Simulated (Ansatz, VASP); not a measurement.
P in VASP and in Ansatz

File POSCAR:

```
P
1.0
    1.7371541546      1.0029464188      3.1504069738
   -1.7371541546      1.0029464188      3.1504069738
    0.0000000000     -2.0058928376      3.1504069738
P
2
Direct
    0.7729197500      0.7729197500      0.7729197500
    0.2270802500      0.2270802500      0.2270802500
```

The input INCAR.step1:

```
SYSTEM = P
PREC = Accurate
ENCUT = 520
ISMEAR = 0
SIGMA = 0.1
LREAL = .False.
LASPH = .True.
NELM = 150
ISPIN = 2
MAGMOM = -0.06 -0.27
NBANDS = 16
GGA = PE
ALGO = Normal
EDIFF = 1E-4
LWAVE = .True.
LCHARG = .False.
```

File INCAR.step2:

```
SYSTEM = P
PREC = Accurate
ENCUT = 520
EDIFF = 1E-6
ISMEAR = 0
SIGMA = 0.1
LREAL = .False.
LASPH = .True.
NELM = 150
ALGO = Normal
ISIF = 2
LWAVE = .False.
LCHARG = .True.
ISPIN = 2
MAGMOM = -0.06 -0.27
LORBIT = 11
METAGGA = R2SCAN
LMIXTAU = .True.
LELF = .True.
LVHAR = .True.
NBANDS = 16
ISTART = 1
```

The input KPOINTS:

```
regular mesh
0
Gamma
  9 9 9
  0 0 0
```

input.yaml

```yaml
crystal:
  lattice:
    - [1.7371541546, 1.0029464188, 3.1504069738]
    - [-1.7371541546, 1.0029464188, 3.1504069738]
    - [0.0, -2.0058928376, 3.1504069738]
  atoms:
    - { symbol: P, position: [0.77291975, 0.77291975, 0.77291975], spin: -0.06 }
    - { symbol: P, position: [0.22708025, 0.22708025, 0.22708025], spin: -0.27 }
hamiltonian:
  xc: r2scan
  pseudopotentials: { kind: nc }
magnetization:
  spin_polarized: true
kpoints:
  mp_grid: { grid: [9, 9, 9] }
scf:
  occupations: { method: gaussian, width: 0.1 }
output:
  forces: true
  stress: true
  eigenvalues: true
```

Alike in both runs: task single point; functional r2SCAN; k mesh 9 × 9 × 9; occupations gaussian, width 0.1 eV; collinear spin.

|  | VASP | Ansatz |
| --- | --- | --- |
| version | VASP 6.6.1 | Ansatz 0.2.0 |
| potentials or method | VASP PAW PBE potentials, release 64 (P) | Ansatz NC |
| plane-wave cutoff (eV) | 520 | 560 |
| valence electrons in the cell | 10 | 10 |

Ansatz gave:

- gap on the k mesh at the Fermi level (eV): none
- pressure (GPa): -1.1
- traceless stress, the component that is largest in VASP (GPa): 0.03
- rms of the force components (eV/Å): 0.064
- net moment per atom (μB): 0.00

Task: What did VASP give for the same quantities?

Result: gap on the k mesh at the Fermi level (eV): none; pressure (GPa): -1.6; traceless stress, the component that is largest in VASP (GPa): 0.13; rms of the force components (eV/Å): 0.111; net moment per atom (μB): 0.00.

VASP's potentials were made for PBE, not for r2SCAN. Atom by atom the forces differ by 0.046 eV/Å (rms over components). A gap of «none» marks a metal or a gap that the smearing closes. The functional is the same, so the differences come from potentials, cutoffs and numerics.
